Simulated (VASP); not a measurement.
# Li27F26 (a cell with a defect) in VASP: a series of runs, part 2 of 2

VASP 6.6.1. Earlier steps stand in the parts before.

**3. Electric field gradients, r2SCAN (atoms taken out)**

The input, POSCAR:

```
Li27F26
1.0
    0.0000000000      6.0420000000      6.0420000000
    6.0420000000      0.0000000000      6.0420000000
    6.0420000000      6.0420000000      0.0000000000
Li F
27 26
Direct
   -0.0001927414     -0.0001927414     -0.0001927414
   -0.0164894645     -0.0164894645      0.3498227978
   -0.0001927414     -0.0001927414      0.6672448908
   -0.0164894645      0.3498227978     -0.0164894645
   -0.0164894645      0.3498227978      0.3498227978
   -0.0003765586      0.3337098919      0.6666666667
   -0.0001927414      0.6672448908     -0.0001927414
   -0.0003765586      0.6666666667      0.3337098919
   -0.0003765586      0.6666666667      0.6666666667
    0.3498227978     -0.0164894645     -0.0164894645
    0.3498227978     -0.0164894645      0.3498227978
    0.3337098919     -0.0003765586      0.6666666667
    0.3498227978      0.3498227978     -0.0164894645
    0.3335260747      0.3335260747      0.3335260747
    0.3335260747      0.3335260747      0.6660884425
    0.3337098919      0.6666666667     -0.0003765586
    0.3335260747      0.6660884425      0.3335260747
    0.3337098919      0.6666666667      0.6666666667
    0.6672448908     -0.0001927414     -0.0001927414
    0.6666666667     -0.0003765586      0.3337098919
    0.6666666667     -0.0003765586      0.6666666667
    0.6666666667      0.3337098919     -0.0003765586
    0.6660884425      0.3335260747      0.3335260747
    0.6666666667      0.3337098919      0.6666666667
    0.6666666667      0.6666666667     -0.0003765586
    0.6666666667      0.6666666667      0.3337098919
    0.6666666667      0.6666666667      0.6666666667
    0.1666666667      0.1666666667      0.4928833826
    0.1666666667      0.1666666667      0.8404499508
    0.1666666667      0.4928833826      0.1666666667
    0.1657044771      0.5003207299      0.5003207299
    0.1666666667      0.4928833826      0.8404499508
    0.1666666667      0.8404499508      0.1666666667
    0.1666666667      0.8404499508      0.4928833826
    0.1676288563      0.8330126035      0.8330126035
    0.4928833826      0.1666666667      0.1666666667
    0.5003207299      0.1657044771      0.5003207299
    0.4928833826      0.1666666667      0.8404499508
    0.5003207299      0.5003207299      0.1657044771
    0.5003207299      0.5003207299      0.5003207299
    0.5021275954      0.5021275954      0.8312057379
    0.4928833826      0.8404499508      0.1666666667
    0.5021275954      0.8312057379      0.5021275954
    0.5021275954      0.8312057379      0.8312057379
    0.8404499508      0.1666666667      0.1666666667
    0.8404499508      0.1666666667      0.4928833826
    0.8330126035      0.1676288563      0.8330126035
    0.8404499508      0.4928833826      0.1666666667
    0.8312057379      0.5021275954      0.5021275954
    0.8312057379      0.5021275954      0.8312057379
    0.8330126035      0.8330126035      0.1676288563
    0.8312057379      0.8312057379      0.5021275954
    0.8330126035      0.8330126035      0.8330126035
```

The input, INCAR.step1:

```
PREC = Accurate
ENCUT = 520
ISMEAR = -1
SIGMA = 0.01
LREAL = Auto
LASPH = True
NELM = 60
NELECT = 262.0
NBANDS = 164
GGA = PE
ALGO = Normal
EDIFF = 1E-4
LWAVE = True
LCHARG = False
LUSENCCL = False
```

The input, INCAR.step2:

```
PREC = Accurate
ENCUT = 520
EDIFF = 1E-8
ISMEAR = -1
SIGMA = 0.01
LREAL = Auto
LASPH = True
NELM = 60
ALGO = Normal
ISIF = 2
LWAVE = False
LCHARG = False
METAGGA = R2SCAN
LMIXTAU = True
LEFG = True
NELECT = 262.0
NBANDS = 164
ISTART = 1
LUSENCCL = False
```

The input, KPOINTS:

```
Automatic mesh
0
Gamma
  3 3 3
```

Potentials or basis: VASP PAW PBE potentials, release 64 (Li_sv, F).

Launch:

```bash
$ cat potpaw_PBE.64/Li_sv/POTCAR potpaw_PBE.64/F/POTCAR > POTCAR
$ cp INCAR.step1 INCAR
$ mpirun -np 1 vasp_std > vasp.out
$ cp INCAR.step2 INCAR
$ mpirun -np 1 vasp_std > vasp.out
```

OUTCAR:

```text
PREC = Accurate
   ENCUT = 520
   EDIFF = 1E-8
   ISMEAR = -1
   LREAL = Auto
   LASPH = True
   NELM = 60
   ISIF = 2
   METAGGA = R2SCAN
   NELECT = 262.0
   ISTART = 1

 ion  position               nearest neighbor table
   1  1.000  1.000  1.000-  35 2.02  47 2.02  51 2.02  45 2.02  33 2.02  29 2.02
   2  0.984  0.984  0.350-  52 1.84  45 1.99  33 1.99  46 1.99  34 1.99
   3  1.000  1.000  0.667-  53 2.02  47 2.02  35 2.02  34 2.02  46 2.02  28 2.02
   4  0.984  0.350  0.984-  50 1.84  45 1.99  29 1.99  48 1.99  32 1.99
   5  0.984  0.350  0.350-  49 1.84  48 1.99  46 1.99  30 1.99  28 1.99
   6  1.000  0.334  0.667-  47 2.01  31 2.01  50 2.01  49 2.01  28 2.06  29 2.06
   7  1.000  0.667  1.000-  53 2.02  51 2.02  35 2.02  32 2.02  48 2.02  30 2.02
   8  1.000  0.667  0.334-  51 2.01  31 2.01  52 2.01  49 2.01  30 2.06  33 2.06
   9  1.000  0.667  0.667-  53 2.01  31 2.01  52 2.01  50 2.01  34 2.06  32 2.06
  10  0.350  0.984  0.984-  44 1.84  33 1.99  29 1.99  42 1.99  38 1.99
[... 1045 lines left out ...]
----------------------------------------------------------------------
 ion       V_xx      V_yy      V_zz     asymmetry (V_yy - V_xx)/ V_zz
----------------------------------------------------------------------
   1       0.064     0.064    -0.128       0.000
   2      -0.614    -0.598     1.212       0.013
   3       0.079     0.063    -0.142       0.117
   4      -0.614    -0.598     1.212       0.013
   5      -0.612    -0.600     1.212       0.009
   6      -0.225    -0.022     0.247       0.821
[... 45 lines left out ...]
  52       1.346     1.344    -2.689       0.001
  53       1.346     1.346    -2.691       0.000
----------------------------------------------------------------------

           NMR quadrupolar parameters

 Cq : quadrupolar parameter    Cq=e*Q*V_zz/h
 eta: asymmetry parameters     (V_yy - V_xx)/ V_zz
 Q  : nuclear electric quadrupole moment in mb (millibarn)
----------------------------------------------------------------------
 ion       Cq(MHz)       eta       Q (mb)
----------------------------------------------------------------------
   1      -0.000       0.000       1.000
   2       0.003       0.013       1.000
   3      -0.000       0.117       1.000
   4       0.003       0.013       1.000
   5       0.003       0.009       1.000
   6       0.001       0.821       1.000
[... 45 lines left out ...]
  52      -0.007       0.001       1.000
  53      -0.007       0.000       1.000
----------------------------------------------------------------------
```

OUTCAR.step1:

```text
PREC = Accurate
   ENCUT = 520
   ISMEAR = -1
   LREAL = Auto
   LASPH = True
[... 942 lines left out ...]
      4.22726      8.05600      8.05600        -0.018106     -0.000000      0.000000
      6.04428     10.06772      8.05600        -0.003689      0.003689      0.000000
[... 45 lines left out ...]
      8.05600      8.05600     10.04429        -0.000000     -0.000000     -0.015201
     10.06612     10.06612     10.06612        -0.001916     -0.001916     -0.001916
 -----------------------------------------------------------------------------------
    total drift:                                0.000258      0.000258      0.000257

  FREE ENERGIE OF THE ION-ELECTRON SYSTEM (eV)
  ---------------------------------------------------
  free  energy   TOTEN  =      -256.5800682539 eV

  energy  without entropy=     -256.5800682539  energy(sigma->0) =     -256.58006825
```

It took 6.3 min on 1 × NVIDIA H100 80GB with 1 thread of AMD EPYC 7R13 (Zen 3), shared host; peak memory 1.7 GiB.

Results:

- Free energy: -315.7183 eV
- Largest force: 0.036 eV/Å
- Largest electric field gradient by atom: Li -0.1, +1.2, +0.2, +0.0 (each value once); F -9.8, -2.7 (each value once) V/Å²

Forces in eV/Å, atoms in the order of the input:
```
Li   0.017  0.017  0.017
Li   0.000  0.000 -0.028
Li  -0.017 -0.017  0.017
Li   0.000 -0.028  0.000
Li   0.028  0.000  0.000
Li   0.011 -0.011  0.000
Li  -0.017  0.017 -0.017
Li   0.011  0.000 -0.011
Li   0.000 -0.011 -0.011
Li  -0.028  0.000  0.000
Li   0.000  0.028  0.000
Li  -0.011  0.011  0.000
Li   0.000  0.000  0.028
Li  -0.017 -0.017 -0.017
Li   0.017  0.017 -0.017
Li  -0.011  0.000  0.011
Li   0.017 -0.017  0.017
Li   0.000  0.011  0.011
Li   0.017 -0.017 -0.017
Li   0.000  0.011 -0.011
Li  -0.011  0.000 -0.011
Li   0.000 -0.011  0.011
Li  -0.017  0.017  0.017
Li   0.011  0.000  0.011
Li  -0.011 -0.011  0.000
Li   0.011  0.011  0.000
Li   0.000  0.000  0.000
F    0.026  0.026  0.000
F   -0.026 -0.026  0.000
F    0.026  0.000  0.026
F    0.001 -0.001 -0.001
F    0.000 -0.026  0.026
F   -0.026  0.000 -0.026
F    0.000  0.026 -0.026
F   -0.001  0.001  0.001
F    0.000  0.026  0.026
F   -0.001  0.001 -0.001
F   -0.026  0.000  0.026
F   -0.001 -0.001  0.001
F    0.001  0.001  0.001
F    0.000  0.000  0.010
F   -0.026  0.026  0.000
F    0.000  0.010  0.000
F   -0.010  0.000  0.000
F    0.000 -0.026 -0.026
F    0.026  0.000 -0.026
F    0.001 -0.001  0.001
F    0.026 -0.026  0.000
F    0.010  0.000  0.000
F    0.000 -0.010  0.000
F    0.001  0.001 -0.001
F    0.000  0.000 -0.010
F   -0.001 -0.001 -0.001
```

Levels at points of the mesh, in eV from the Fermi level:
```tsv
k point	band 127	band 128	band 129	band 130	band 131	band 132	band 133	band 134	band 135	band 136
(0.00, 0.00, 0.00)	-0.42	-0.42	-0.32	-0.32	-0.32	7.46	10.39	11.43	11.43	11.43
```

Electric field gradients, principal values (V/Å²):
| atom | least | middle | greatest (by size) |
| --- | --- | --- | --- |
| 1 Li | 0.064 | 0.064 | -0.128 |
| 2 Li | -0.598 | -0.614 | 1.212 |
| 3 Li | 0.063 | 0.079 | -0.142 |
| 4 Li | -0.598 | -0.614 | 1.212 |
| 5 Li | -0.600 | -0.612 | 1.212 |
| 6 Li | -0.022 | -0.225 | 0.247 |
| 7 Li | 0.063 | 0.079 | -0.142 |
| 8 Li | -0.022 | -0.225 | 0.247 |
| 9 Li | -0.014 | -0.229 | 0.243 |
| 10 Li | -0.598 | -0.614 | 1.212 |
| 11 Li | -0.600 | -0.612 | 1.212 |
| 12 Li | -0.022 | -0.225 | 0.247 |
| 13 Li | -0.600 | -0.612 | 1.212 |
| 14 Li | 0.070 | 0.070 | -0.140 |
| 15 Li | 0.067 | 0.076 | -0.143 |
| 16 Li | -0.022 | -0.225 | 0.247 |
| 17 Li | 0.067 | 0.076 | -0.143 |
| 18 Li | -0.013 | -0.226 | 0.239 |
| 19 Li | 0.063 | 0.079 | -0.142 |
| 20 Li | -0.022 | -0.225 | 0.247 |
| 21 Li | -0.014 | -0.229 | 0.243 |
| 22 Li | -0.022 | -0.225 | 0.247 |
| 23 Li | 0.067 | 0.076 | -0.143 |
| 24 Li | -0.013 | -0.226 | 0.239 |
| 25 Li | -0.014 | -0.229 | 0.243 |
| 26 Li | -0.013 | -0.226 | 0.239 |
| 27 Li | -0.002 | -0.002 | 0.003 |
| 28 F | 0.783 | 8.970 | -9.753 |
| 29 F | 0.784 | 8.969 | -9.752 |
| 30 F | 0.783 | 8.970 | -9.753 |
| 31 F | 1.337 | 1.358 | -2.695 |
| 32 F | 0.789 | 8.962 | -9.751 |
| 33 F | 0.784 | 8.969 | -9.752 |
| 34 F | 0.789 | 8.962 | -9.751 |
| 35 F | 1.346 | 1.349 | -2.695 |
| 36 F | 0.783 | 8.970 | -9.753 |
| 37 F | 1.337 | 1.358 | -2.695 |
| 38 F | 0.789 | 8.962 | -9.751 |
| 39 F | 1.337 | 1.358 | -2.695 |
| 40 F | 1.341 | 1.341 | -2.681 |
| 41 F | 1.341 | 1.346 | -2.688 |
| 42 F | 0.789 | 8.962 | -9.751 |
| 43 F | 1.341 | 1.346 | -2.688 |
| 44 F | 1.344 | 1.346 | -2.689 |
| 45 F | 0.784 | 8.969 | -9.752 |
| 46 F | 0.789 | 8.962 | -9.751 |
| 47 F | 1.346 | 1.349 | -2.695 |
| 48 F | 0.789 | 8.962 | -9.751 |
| 49 F | 1.341 | 1.346 | -2.688 |
| 50 F | 1.344 | 1.346 | -2.689 |
| 51 F | 1.346 | 1.349 | -2.695 |
| 52 F | 1.344 | 1.346 | -2.689 |
| 53 F | 1.346 | 1.346 | -2.691 |

Caveat: the cell carries a net charge on a neutralising background, which shifts energy and pressure; the cell differs from its parent crystal (atoms taken out); the cell is charged against a uniform background, so pressure and absolute levels hang on convention; without QUAD_EFG the Cq values of the log hold for a quadrupole moment of 1 mb, not for the nuclei; the PAW data sets were made with another functional, which shifts forces and pressure a little.
